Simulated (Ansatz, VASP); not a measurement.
Two plane-wave programs on YW3

```xyz
8
Lattice="6.0201 0.0000 0.0000 -3.0100 5.2135 0.0000 0.0000 0.0000 4.8320" Properties=species:S:1:pos:R:3 pbc="T T T"
Y     0.0000    3.4757    1.2080
Y     3.0100    1.7378    3.6240
W     3.0100    3.4722    1.2080
W    -1.5020    4.3429    3.6240
W     1.5080    0.8707    1.2080
W     0.0000    1.7413    3.6240
W     4.5120    0.8707    1.2080
W     1.5020    4.3429    3.6240
```

Alike in both runs: task single point; functional r2SCAN; k mesh 6 × 6 × 4; occupations gaussian, width 0.1 eV; no spin polarisation.

```csv
,VASP,Ansatz
version,VASP 6.6.1,Ansatz 0.2.0
potentials or method,"VASP PAW PBE potentials, release 64 (Y_sv, W_sv), cutoff 520 eV","scalar-relativistic, plane waves, PAW"
valence electrons in the cell,106,106
```

```csv
,VASP,Ansatz,Ansatz less VASP
gap on the k mesh at the Fermi level (eV),none,none,-
pressure (GPa),-4.8,-5.2,-0.39
"traceless stress, the component that is largest in VASP (GPa)",6.37,6.25,-0.126
rms of the force components (eV/Å),0.827,0.827,+0.0003
```

VASP's potentials were made for PBE, not for r2SCAN. Atom by atom the forces differ by 0.000 eV/Å (rms over components). A gap of «none» marks a metal or a gap that the smearing closes.

Spin-orbit coupling is off throughout.
